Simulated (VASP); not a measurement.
# SiGe2 (Fm-3m) in VASP: further runs

SiGe2 is run at these levels: r2SCAN; tasks: relaxation of cell and atoms, single point.

All numbers are computed with VASP 6.6.1; they aren't measurements. Logs are shortened: lines on timing, memory, paths and dates and some standing lists are left out, and cuts for length are marked.

### Step 1. The cell of the first run

Symmetry: Fm-3m, No. 225, cubic system. Conventional cell: a = 5.821 Å, b = 5.821 Å, c = 5.821 Å, α = 90.00°, β = 90.00°, γ = 90.00°. Si (site symmetry m-3m) has 8 Ge at 2.52 Å within 3.3 Å. Within 3.3 Å of Ge (site symmetry -43m) lie 4 Si at 2.52 Å and 6 Ge at 2.91 Å.

### Step 2. Relaxation of cell and atoms, r2SCAN

POSCAR reads:

```
SiGe2
1.0
    0.0000000000      2.9105419685      2.9105419685
    2.9105419685      0.0000000000      2.9105419685
    2.9105419685      2.9105419685      0.0000000000
Si Ge
1 2
Direct
    0.0000000000      0.0000000000      0.0000000000
    0.2500000000      0.2500000000      0.2500000000
    0.7500000000      0.7500000000      0.7500000000
```

INCAR.step1 reads:

```
PREC = Accurate
ENCUT = 600
ISMEAR = 0
SIGMA = 0.1
LREAL = F
LASPH = T
NELM = 100
GGA = PE
ALGO = Normal
EDIFF = 1E-4
LWAVE = T
LCHARG = F
```

INCAR.step2 reads:

```
PREC = Accurate
ENCUT = 600
EDIFF = 1E-7
ISMEAR = 0
SIGMA = 0.1
LREAL = F
LASPH = T
NELM = 100
ALGO = Normal
ISIF = 3
LWAVE = F
LCHARG = F
METAGGA = R2SCAN
LMIXTAU = T
IBRION = 2
NSW = 90
EDIFFG = -0.04
ISTART = 1
```

KPOINTS reads:

```
regular mesh
0
Gamma
  6 6 6
```

Potentials or basis: VASP PAW PBE potentials, release 64 (Si, Ge_d).

On the command line:

```bash
$ cat potpaw_PBE.64/Si/POTCAR potpaw_PBE.64/Ge_d/POTCAR > POTCAR
$ cp INCAR.step1 INCAR
$ mpirun -np 1 vasp_std > vasp.out
$ cp INCAR.step2 INCAR
$ mpirun -np 1 vasp_std > vasp.out
```

OUTCAR:

```text
PREC = Accurate
   ENCUT = 600
   EDIFF = 1E-7
   ISMEAR = 0
   LREAL = F
   LASPH = T
   NELM = 100
   ISIF = 3
   METAGGA = R2SCAN
   IBRION = 2
   NSW = 90
   EDIFFG = -0.04
   ISTART = 1

 ion  position               nearest neighbor table
   1  0.000  0.000  0.000-   3 2.52   3 2.52   3 2.52   2 2.52   3 2.52   2 2.52   2 2.52   2 2.52

   2  0.250  0.250  0.250-   1 2.52   1 2.52   1 2.52   1 2.52   3 2.91   3 2.91   3 2.91   3 2.91
                             3 2.91   3 2.91
   3  0.750  0.750  0.750-   1 2.52   1 2.52   1 2.52   1 2.52   2 2.91   2 2.91   2 2.91   2 2.91
                             2 2.91   2 2.91

  LATTYP: Found a face centered cubic cell.
 ALAT       =     5.8210839370

  Lattice vectors:

 A1 = (   0.0000000000,   2.9105419685,   2.9105419685)
 A2 = (   2.9105419685,   0.0000000000,   2.9105419685)
 A3 = (   2.9105419685,   2.9105419685,   0.0000000000)

Analysis of symmetry for initial positions (statically):
=====================================================================
 Subroutine PRICEL returns:
 Original cell was already a primitive cell.

 Routine SETGRP: Setting up the symmetry group for a
 face centered cubic supercell.

 Subroutine GETGRP returns: Found 48 space group operations
 (whereof 48 operations were pure point group operations)
 out of a pool of 48 trial point group operations.

The static configuration has the point symmetry O_h .

Analysis of symmetry for dynamics (positions and initial velocities):
=====================================================================
 Subroutine PRICEL returns:
 Original cell was already a primitive cell.

 Routine SETGRP: Setting up the symmetry group for a
 face centered cubic supercell.

 Subroutine GETGRP returns: Found 48 space group operations
 (whereof 48 operations were pure point group operations)
 out of a pool of 48 trial point group operations.

The dynamic configuration has the point symmetry O_h .

 Subroutine INISYM returns: Found 48 space group operations
 (whereof 48 operations are pure point group operations),
 and found     1 'primitive' translations

----------------------------------------------------------------------------------------

                                     Primitive cell

  volume of cell :      49.3119

  direct lattice vectors                    reciprocal lattice vectors
     0.000000000  2.910541969  2.910541969    -0.171789311  0.171789311  0.171789311
     2.910541969  0.000000000  2.910541969     0.171789311 -0.171789311  0.171789311
     2.910541969  2.910541969  0.000000000     0.171789311  0.171789311 -0.171789311

  length of vectors
     4.116127926  4.116127926  4.116127926     0.297547815  0.297547815  0.297547815

  position of ions in fractional coordinates (direct lattice)
     0.000000000  0.000000000  0.000000000
     0.250000000  0.250000000  0.250000000
     0.750000000  0.750000000  0.750000000

  ion indices of the primitive-cell ions
   primitive index   ion index
                 1           1
                 2           2
                 3           3

----------------------------------------------------------------------------------------

 KPOINTS: regular mesh

Automatic generation of k-mesh.
 Grid dimensions read from file:
 generate k-points for:    6    6    6

 Generating k-lattice:

  Cartesian coordinates                     Fractional coordinates (reciprocal lattice)
    -0.028631552  0.028631552  0.028631552     0.166666667  0.000000000  0.000000000
     0.028631552 -0.028631552  0.028631552     0.000000000  0.166666667  0.000000000
     0.028631552  0.028631552 -0.028631552     0.000000000  0.000000000  0.166666667

  Length of vectors
     0.049591303  0.049591303  0.049591303

  Shift w.r.t. Gamma in fractional coordinates (k-lattice)
     0.000000000  0.000000000  0.000000000

 Subroutine IBZKPT returns following result:
 ===========================================

 Found     16 irreducible k-points:

 Following reciprocal coordinates:
            Coordinates               Weight
  0.000000  0.000000  0.000000      1.000000
  0.166667  0.000000  0.000000      8.000000
  0.333333  0.000000  0.000000      8.000000
  0.500000  0.000000  0.000000      4.000000
  0.166667  0.166667  0.000000      6.000000
  0.333333  0.166667  0.000000     24.000000
[... 8 lines left out ...]
 -0.333333  0.333333  0.166667     24.000000
 -0.333333  0.500000  0.166667     12.000000
   k-points           NKPTS =     16   k-points in BZ     NKDIM =     16   number of bands    NBANDS=     20
   number of dos      NEDOS =    301   number of ions     NIONS =      3
   total plane-waves  NPLWV =  46656
   dimension x,y,z NGX =    36 NGY =   36 NGZ =   36
   dimension x,y,z NGXF=    72 NGYF=   72 NGZF=   72
   ions per type =               1   2
   NGX,Y,Z   is equivalent  to a cutoff of  14.54, 14.54, 14.54 a.u.
   NGXF,Y,Z  is equivalent  to a cutoff of  29.08, 29.08, 29.08 a.u.
 SYSTEM =  unknown system
   PREC   = accura    normal or accurate (medium, high low for compatibility)
   ISTART =      1    job   : 0-new  1-cont  2-samecut
   ICHARG =      0    charge: 1-file 2-atom 10-const
   ISPIN  =      1    spin polarized calculation?
   LNONCOLLINEAR =      F non collinear calculations
   LSORBIT =      F    spin-orbit coupling
   LASPH  =      T    aspherical Exc in radial PAW
   ENCUT  =  600.0 eV  44.10 Ry    6.64 a.u.   8.22  8.22  8.22*2*pi/ulx,y,z
   NELM   =    100;   NELMIN=  2; NELMDL=  0     # of ELM steps
   EDIFF  = 0.1E-06   stopping-criterion for ELM
   LREAL  =      F    real-space projection
   EDIFFG = -.4E-01   stopping-criterion for IOM
   NSW    =     90    number of steps for IOM
   IBRION =      2    ionic relax: 0-MD 1-quasi-New 2-CG
   NFREE  =      1    steps in history (QN), initial steepest desc. (CG)
   ISIF   =      3    stress and relaxation
   ISYM   =      2    0-nonsym 1-usesym 2-fastsym
   POTIM  = 0.5000    time-step for ionic-motion
   TEBEG  =    0.0;   TEEND  =   0.0 temperature during run
   PSTRESS=    0.0 pullay stress
   NELECT =      32.0000    total number of electrons
   NUPDOWN=      -1.0000    fix difference up-down
   EMIN   =  10.00;   EMAX   =-10.00  energy-range for DOS
   EFERMI =   0.00;   METHOD = LEGACY
   ISMEAR =     0;   SIGMA  =   0.10  broadening in eV -4-tet -1-fermi 0-gaus
   EFERMI_NEDOS =   21; number of points for ismear=-14 and -15
   IALGO  =     38    algorithm
   IMIX   =      4    mixing-type and parameters
     AMIX     =   0.40;   BMIX     =  1.00
     AMIX_MAG =   1.60;   BMIX_MAG =  1.00
  volume/ion in A,a.u.               =      16.44       110.92
  Fermi-wavevector in a.u.,A,eV,Ry     =   1.417341  2.678386 27.332131  2.008855
  Thomas-Fermi vector in A             =   2.538581
   LORBIT       =      0    0 simple, 1 ext, 2 COOP (PROOUT), +10 PAW based schemes
   METAGGA = R2SCAN    functional components
   LHFCALC =     F    Hartree Fock is set to
   AEXX    =    0.0000 exact exchange contribution
   IVDW    =     0    specifies the selected vdW correction
   LEPSILON=     F    determine dielectric tensor
   LRPA    =     F    only Hartree local field effects (RPA)
 conjugate gradient relaxation of ions
 non-spin polarized calculation
 Gauss-broadening in eV      SIGMA  =   0.10
  energy-cutoff  :      600.00
  volume of cell :       49.31
 maximum number of plane-waves:      1676
 NGX is ok and might be reduce to    36
   NGX = 17   NGY = 17   NGZ = 17

--------------------------------------- Ionic step        1  -------------------------------------------

 number of electron      32.0000010 magnetization

 Free energy of the ion-electron system (eV)
  ---------------------------------------------------
  ext. energy  EPLUGINS =         0.00000000
  ---------------------------------------------------
  free energy    TOTEN  =       -34.44737877 eV

  energy without entropy =      -34.44060003  energy(sigma->0) =      -34.44398940

------------------------ aborting loop because EDIFF is reached ----------------------------------------

  FORCE on cell =-STRESS in cart. coord.  units (eV):
  Direction    XX          YY          ZZ          XY          YZ          ZX
  --------------------------------------------------------------------------------------
  -------------------------------------------------------------------------------------
  Total        4.5688642      4.5688642      4.5688642     -0.0000000      0.0000000      0.0000000
  in kB      148.4455702    148.4455702    148.4455702     -0.0000000      0.0000000      0.0000000
  external PRESSURE =     148.4455702 kB  Pullay stress =       0.0000000 kB

 VOLUME and BASIS-vectors are now :
 -----------------------------------------------------------------------------
  energy-cutoff  :      600.00
  volume of cell :       49.31
      direct lattice vectors                 reciprocal lattice vectors
     0.000000000  2.910541969  2.910541969    -0.171789311  0.171789311  0.171789311
     2.910541969  0.000000000  2.910541969     0.171789311 -0.171789311  0.171789311
     2.910541969  2.910541969  0.000000000     0.171789311  0.171789311 -0.171789311
[... 38 lines left out ...]
 POSITION                                       TOTAL-FORCE (eV/Angst)
 -----------------------------------------------------------------------------------
      3.12438      3.12438      6.24877         0.000000      0.000000      0.000000
      1.56219      1.56219      1.56219        -0.000000     -0.000000      0.000000
      4.68658      4.68658      4.68658         0.000000      0.000000     -0.000000
 -----------------------------------------------------------------------------------
    total drift:                                0.000000      0.000000      0.000000

  FREE ENERGIE OF THE ION-ELECTRON SYSTEM (eV)
  ---------------------------------------------------
  free  energy   TOTEN  =       -34.7832835639 eV

  energy  without entropy=      -34.7668207339  energy(sigma->0) =      -34.77505215

--------------------------------------- Ionic step        3  -------------------------------------------

 number of electron      32.0000014 magnetization

 Free energy of the ion-electron system (eV)
  ---------------------------------------------------
  ext. energy  EPLUGINS =         0.00000000
  ---------------------------------------------------
  free energy    TOTEN  =       -34.80672878 eV

  energy without entropy =      -34.78832804  energy(sigma->0) =      -34.79752841

 E-fermi :   6.4114     XC(G=0): -11.4376

 val. band max:        6.3930892187   @ k =   0.5000   0.3333   0.0000
 cond. band min:       6.4195926995   @ k =   0.3333   0.1667   0.0000
 fundamental gap:      0.0265034809
 Fermi energy:         6.4114337763

 k-point     1 :       0.0000    0.0000    0.0000
  band No.  band energies     occupation
      1     -19.0008      2.00000
      2     -19.0008      2.00000
      3     -18.9767      2.00000
      4     -18.9767      2.00000
      5     -18.9767      2.00000
      6     -18.9216      2.00000
[... 12 lines left out ...]
     19       5.5976      2.00000
     20      10.8730      0.00000
[... 365 lines left out ...]
 POSITION                                       TOTAL-FORCE (eV/Angst)
 -----------------------------------------------------------------------------------
      0.00000      0.00000      0.00000        -0.000000     -0.000000     -0.000000
      1.53803      1.53803      1.53803        -0.000000     -0.000000     -0.000000
      4.61409      4.61409      4.61409         0.000000      0.000000      0.000000
 -----------------------------------------------------------------------------------
    total drift:                                0.000000      0.000000      0.000000

  FREE ENERGIE OF THE ION-ELECTRON SYSTEM (eV)
  ---------------------------------------------------
  free  energy   TOTEN  =       -34.8067287795 eV

  energy  without entropy=      -34.7883280393  energy(sigma->0) =      -34.79752841

 reached required accuracy - stopping structural energy minimisation
```

Run time: 4.3 min. Hardware: 1 thread of Intel Xeon Platinum 8488C (Sapphire Rapids), shared host; peak memory 0.23 GiB.

What came out:

```yaml
Free_energy: -34.8067 eV
Relaxed_volume: 19.40 Å³/atom
Relaxed_cell: a = 4.350 Å, b = 4.350 Å, c = 4.350 Å, α = 60.00°, β = 60.00°, γ = 60.00°
Space_group_after_relaxing_to_0.1_Å: Fm-3m (No. 225)
Energy_gained_by_relaxing: 119.8 meV/atom
Ionic_steps: 3
Pressure_after_relaxing: 0.0 GPa
Band_gap_on_the_k_mesh: zero (bands 16 and 17 overlap by 2.11 eV)
```

The path:
```
step  energy change (eV)  largest force (eV/Å)  pressure (GPa)  volume (Å³)
   1              0.0000                0.0000           14.84        49.31
   2             -0.3359                0.0000           -2.47        61.00
   3             -0.3594                0.0000           -0.02        58.21
```

Final structure:
```
CELL_PARAMETERS angstrom
0.00000 3.07606 3.07606
3.07606 0.00000 3.07606
3.07606 3.07606 0.00000
ATOMIC_POSITIONS crystal
Si 0.00000 0.00000 0.00000
Ge 0.25000 0.25000 0.25000
Ge 0.75000 0.75000 0.75000
```

Levels at points of the mesh, in eV from the Fermi level:
| k point | band 13 | band 14 | band 15 | band 16 | band 17 | band 18 | band 19 | band 20 |
| --- | --- | --- | --- | --- | --- | --- | --- | --- |
| (0.00, 0.00, 0.00) | -1.75 | -1.75 | -1.75 | -1.10 | -1.10 | -1.10 | -0.81 | 4.46 |
| (0.50, 0.00, 0.00) | -4.32 | -2.99 | -2.99 | -0.73 | -0.73 | 0.32 | 5.78 | 6.27 |
| (0.50, 0.50, 0.00) | -7.29 | -5.03 | -5.03 | -1.10 | 4.51 | 4.51 | 5.68 | 7.05 |

Caveat: the volume moved by over 15 % at a fixed basis, so the end points are rough; the PAW data sets were made with another functional, which shifts forces and pressure a little.

### Step 3. Single point, r2SCAN

This run uses another cell than the first one, of 19.29 Å³/atom.

POSCAR reads:

```
SiGe2
1.0
    0.0000000000      3.0699002521      3.0699002521
    3.0699002521      0.0000000000      3.0699002521
    3.0699002521      3.0699002521      0.0000000000
Si Ge
1 2
Direct
    0.0000000000      0.0000000000      0.0000000000
    0.2500000000      0.2500000000      0.2500000000
    0.7500000000      0.7500000000      0.7500000000
```

INCAR.step1 reads:

```
SYSTEM = SiGe2
  ALGO = Normal
  EDIFF = 1E-4
  ENCUT = 520
  GGA = PE
  ISMEAR = 0
  LASPH = .True.
  LCHARG = .False.
  LREAL = .False.
  LWAVE = .True.
  NBANDS = 23
  NELM = 80
  PREC = Accurate
  SIGMA = 0.1
```

INCAR.step2 reads:

```
SYSTEM = SiGe2
  ALGO = Normal
  EDIFF = 1E-6
  ENCUT = 520
  ISIF = 2
  ISMEAR = 0
  ISTART = 1
  LASPH = .True.
  LCHARG = .True.
  LELF = .True.
  LMIXTAU = .True.
  LREAL = .False.
  LVHAR = .True.
  LWAVE = .False.
  METAGGA = R2SCAN
  NBANDS = 23
  NELM = 80
  PREC = Accurate
  SIGMA = 0.1
```

KPOINTS reads:

```
k-points
0
Gamma
  14 14 14
  0 0 0
```

Potentials or basis: VASP PAW PBE potentials, release 64 (Si, Ge_d).

On the command line:

```bash
$ cat potpaw_PBE.64/Si/POTCAR potpaw_PBE.64/Ge_d/POTCAR > POTCAR
$ cp INCAR.step1 INCAR
$ mpirun -np 1 vasp_std > vasp.out
$ cp INCAR.step2 INCAR
$ mpirun -np 1 vasp_std > vasp.out
```

OUTCAR:

```text
SYSTEM = SiGe2
   EDIFF = 1E-6
   ENCUT = 520
   ISIF = 2
   ISMEAR = 0
   ISTART = 1
   LASPH = .True.
   LREAL = .False.
   METAGGA = R2SCAN
   NELM = 80
   PREC = Accurate

 ion  position               nearest neighbor table
   1  0.000  0.000  0.000-   3 2.66   3 2.66   3 2.66   2 2.66   3 2.66   2 2.66   2 2.66   2 2.66

   2  0.250  0.250  0.250-   1 2.66   1 2.66   1 2.66   1 2.66
   3  0.750  0.750  0.750-   1 2.66   1 2.66   1 2.66   1 2.66

[... 819 lines left out ...]

  FORCE on cell =-STRESS in cart. coord.  units (eV):
  Direction    XX          YY          ZZ          XY          YZ          ZX
  --------------------------------------------------------------------------------------
  -------------------------------------------------------------------------------------
  Total       -0.0332796     -0.0332796     -0.0332796      0.0000000      0.0000000     -0.0000000
  in kB       -0.9214813     -0.9214813     -0.9214813      0.0000000      0.0000000     -0.0000000
  external PRESSURE =      -0.9214813 kB  Pullay stress =       0.0000000 kB

 VOLUME and BASIS-vectors are now :
 -----------------------------------------------------------------------------
  energy-cutoff  :      520.00
  volume of cell :       57.86
      direct lattice vectors                 reciprocal lattice vectors
     0.000000000  3.069900252  3.069900252    -0.162871741  0.162871741  0.162871741
     3.069900252  0.000000000  3.069900252     0.162871741 -0.162871741  0.162871741
     3.069900252  3.069900252  0.000000000     0.162871741  0.162871741 -0.162871741

 POSITION                                       TOTAL-FORCE (eV/Angst)
 -----------------------------------------------------------------------------------
      0.00000      0.00000      0.00000        -0.000000      0.000000      0.000000
      1.53495      1.53495      1.53495         0.000000      0.000000     -0.000000
      4.60485      4.60485      4.60485        -0.000000     -0.000000      0.000000
 -----------------------------------------------------------------------------------
    total drift:                               -0.000000     -0.000000      0.000000

  FREE ENERGIE OF THE ION-ELECTRON SYSTEM (eV)
  ---------------------------------------------------
  free  energy   TOTEN  =       -34.8559379085 eV

  energy  without entropy=      -34.8463807492  energy(sigma->0) =      -34.85115933
```

OUTCAR.step1:

```text
SYSTEM = SiGe2
   EDIFF = 1E-4
   ENCUT = 520
   GGA = PE
   ISMEAR = 0
[... 850 lines left out ...]
      0.00000      0.00000      0.00000        -0.000000     -0.000000     -0.000000
      1.53495      1.53495      1.53495         0.000000      0.000000      0.000000
      4.60485      4.60485      4.60485        -0.000000     -0.000000     -0.000000
 -----------------------------------------------------------------------------------
    total drift:                               -0.000000     -0.000000      0.000000

  FREE ENERGIE OF THE ION-ELECTRON SYSTEM (eV)
  ---------------------------------------------------
  free  energy   TOTEN  =       -13.2700281441 eV

  energy  without entropy=      -13.2600877966  energy(sigma->0) =      -13.26505797
```

Wall time 3.2 min (1 thread of Intel Xeon Platinum 8488C (Sapphire Rapids), shared host); peak memory 0.26 GiB.

What came out:

- Free energy: -34.8559 eV
- Pressure: -0.1 GPa
- Band gap on the k mesh: zero (bands 16 and 17 overlap by 2.81 eV)

Caveat: the PAW data sets were made with another functional, which shifts forces and pressure a little.

The gap in the log of VASP goes by the Fermi energy; the results here count the filled bands.